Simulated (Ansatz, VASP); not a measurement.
Rh: VASP beside Ansatz

Contents of INCAR:

```
ALGO = Normal
EDIFF = 1E-6
EDIFFG = -0.01
ENCUT = 600
GGA = RP
IBRION = 2
ISIF = 3
ISMEAR = -1
LASPH = True
LCHARG = False
LREAL = False
LWAVE = False
NELM = 60
NSW = 80
PREC = Accurate
SIGMA = 0.1
```

File KPOINTS:

```
k-points
0
Gamma
  14 14 14
```

Contents of POSCAR:

```
Rh
1.0
    0.0000000000      1.9015500000      1.9015500000
    1.9015500000      0.0000000000      1.9015500000
    1.9015500000      1.9015500000      0.0000000000
Rh
1
Direct
    0.0000000000      0.0000000000      0.0000000000
```

Input for Ansatz:

```yaml
crystal:
  lattice:
    - [0.0, 1.90155, 1.90155]
    - [1.90155, 0.0, 1.90155]
    - [1.90155, 1.90155, 0.0]
  atoms:
    - { symbol: Rh, position: [0.0, 0.0, 0.0] }
hamiltonian:
  xc: rpbe
  pseudopotentials:
    kind: paw
    azcp:
      Rh: "pseudopotentials/Rh.paw.azcp"
basis:
  ecutwfc: 420
  fft_grid_basis: typed
kpoints:
  mp_grid: { grid: [14, 14, 14], shift: [0, 0, 0] }
magnetization:
  spin_polarized: false
scf:
  occupations: { method: fermi_dirac, width: 0.1 }
relax:
  max_steps: 60
  f_tol: 0.01
  cell: {}
```

Alike in both runs: task relaxation of cell and atoms; functional RPBE; k mesh 14 × 14 × 14; occupations fermi-dirac, width 0.1 eV; no spin polarisation.

|  | VASP | Ansatz |
| --- | --- | --- |
| version | VASP 6.6.1 | Ansatz 0.2.0 |
| potentials or method | VASP PAW PBE potentials, release 64 (Rh_pv), cutoff 600 eV | plane waves (420 eV) with PAW, scalar-relativistic |
| valence electrons in the cell | 15 | 17 |

```tsv
	VASP	Ansatz	Ansatz less VASP
relaxed volume (Å³/atom)	14.33	14.33	-0.002
relaxed cell length with the largest relative difference (Å)	2.727	2.727	-0.0001
```

VASP's potentials were made for PBE, not for RPBE. VASP's potentials hold 15 valence electrons a cell and Ansatz's 17, so a difference there can come from the potentials and not from the codes.
